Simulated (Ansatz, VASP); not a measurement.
## Zn in VASP and in Ansatz

File INCAR:

```
SYSTEM = Zn
PREC = Accurate
ENCUT = 520
EDIFF = 1E-7
ISMEAR = -1
SIGMA = 0.1
LREAL = .FALSE.
LASPH = .TRUE.
NELM = 100
ALGO = Normal
ISIF = 2
LWAVE = .FALSE.
LCHARG = .FALSE.
NBANDS = 25
```

The input KPOINTS:

```
Automatic mesh
0
G
  16 16 1
  0 0 0
```

The input POSCAR:

```
Zn
1.0
    2.5745889077      0.0000000000      0.0000000000
   -1.2872944539      2.2296593984      0.0000000000
    0.0000000000      0.0000000000     20.7136000000
Zn
3
Direct
    0.0000000000      0.0000000000      0.3880181009
    0.3333333333      0.6666666667      0.4999999892
    0.0000000000      0.0000000000      0.6119819100
```

Input for Ansatz:

```yaml
crystal:
  lattice:
    - [2.5745889077, 0.0, 0.0]
    - [-1.2872944539, 2.2296593984, 0.0]
    - [0.0, 0.0, 20.7136]
  atoms:
    - { symbol: Zn, position: [0.0, 0.0, 0.3880181009] }
    - { symbol: Zn, position: [0.3333333333, 0.6666666667, 0.4999999892] }
    - { symbol: Zn, position: [0.0, 0.0, 0.61198191] }
kpoints:
  mp_grid: { grid: [16, 16, 1] }
scf:
  occupations: { method: fermi_dirac, width: 0.1 }
hamiltonian:
  xc: lda
  pseudopotentials: { kind: paw }
output:
  forces: true
  stress: true
  eigenvalues: true
  core_levels:
    shells: { Zn: ["2p"] }
    counted_from: fermi_level
    add_spin: false
```

Alike in both runs: task single point; functional LDA; k mesh 16 × 16 × 1; occupations fermi-dirac, width 0.1 eV; no spin polarisation.

|  | VASP | Ansatz |
| --- | --- | --- |
| version | VASP 6.6.1 | Ansatz 0.2.0 |
| potentials or method | VASP PAW LDA potentials, release 64 (Zn) | PAW with Ansatz's default frozen-core files, scalar-relativistic |
| plane-wave cutoff (eV) | 520 | 420 |
| valence electrons in the cell | 36 | 36 |

|  | VASP | Ansatz | Ansatz less VASP |
| --- | --- | --- | --- |
| rms of the force components (eV/Å) | 0.010 | 0.001 | -0.0091 |

LDA's correlation is that of Perdew and Zunger in VASP and of Perdew and Wang (1992) in Ansatz. Atom by atom the forces differ by 0.009 eV/Å (rms over components).
